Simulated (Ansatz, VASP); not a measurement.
Two plane-wave programs on Ba2NaReH6

```xyz
10
Lattice="0.0000 4.0923 4.0923 4.0923 0.0000 4.0923 4.0923 4.0923 0.0000" Properties=species:S:1:pos:R:3 pbc="T T T"
Na    4.0923    4.0923    4.0923
Ba    2.0462    2.0462    2.0462
Ba    6.1385    6.1385    6.1385
Re    0.0000    0.0000    0.0000
H     1.8334    4.0923    4.0923
H     4.0923    1.8334    4.0923
H     6.3513    4.0923    4.0923
H     4.0923    6.3513    4.0923
H     4.0923    4.0923    1.8334
H     4.0923    4.0923    6.3513
```

Alike in both runs: task single point; functional r2SCAN; k mesh 6 × 6 × 6; no spin polarisation.

|  | VASP | Ansatz |
| --- | --- | --- |
| version | VASP 6.6.1 | Ansatz 0.2.0 |
| potentials or method | VASP PAW PBE potentials, release 64 (Na_pv, Ba_sv, Re, H), cutoff 520 eV | PAW plane waves |
| occupations | fermi-dirac, width 0.1 eV | fermi-dirac |
| valence electrons in the cell | 40 | 50 |

|  | VASP | Ansatz | Ansatz less VASP |
| --- | --- | --- | --- |
| pressure (GPa) | 0.0 | -0.6 | -0.59 |
| rms of the force components (eV/Å) | 0.075 | 0.090 | +0.0143 |

VASP's potentials were made for PBE, not for r2SCAN. Atom by atom the forces differ by 0.014 eV/Å (rms over components). VASP's potentials hold 40 valence electrons a cell and Ansatz's 50, so a difference there can come from the potentials and not from the codes.

Spin-orbit coupling is off throughout.
